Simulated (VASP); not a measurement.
La2O3:

```
CELL_PARAMETERS angstrom
6.18208 0.00000 0.00000
-3.09104 5.35384 0.00000
0.00000 0.00000 3.25517
ATOMIC_POSITIONS crystal
La 0.66667 0.33333 0.50000
La 0.33333 0.66667 0.50000
O 0.50801 0.00000 0.00000
O 0.00000 0.50801 0.00000
O 0.49199 0.49199 0.00000
```

Base run:

* Program: VASP 6.6.1
* Functional: LDA
* Potentials or basis: VASP PAW LDA potentials, release 64 (La, O)
* Cutoff: 520 eV
* k mesh: 5 × 5 × 8
* Occupations: fermi-dirac, width 0.05 eV
* Spin: no spin polarisation

Its results: band gap on the k mesh 1.15 eV (least direct gap 1.80 eV); pressure 0.9 GPa; largest force 0.052 eV/Å.

Task: The run is repeated on the same cell with these changes: functional from LDA to PBEsol; potentials or basis from VASP PAW LDA potentials, release 64 (La, O) to VASP PAW PBE potentials, release 64 (La, O). What comes out?

Result: Band gap on the k mesh 1.24 eV (least direct gap 1.88 eV); pressure 3.1 GPa; largest force 0.041 eV/Å.

Caveats: spin-orbit coupling is left out, which moves the levels of the heavy elements; an odd mesh through Γ misses points on the zone boundary, where band edges can lie; the cell stands under pressure (at least some runs); the PAW data sets were made with another functional, which shifts forces and pressure a little (at least some runs).
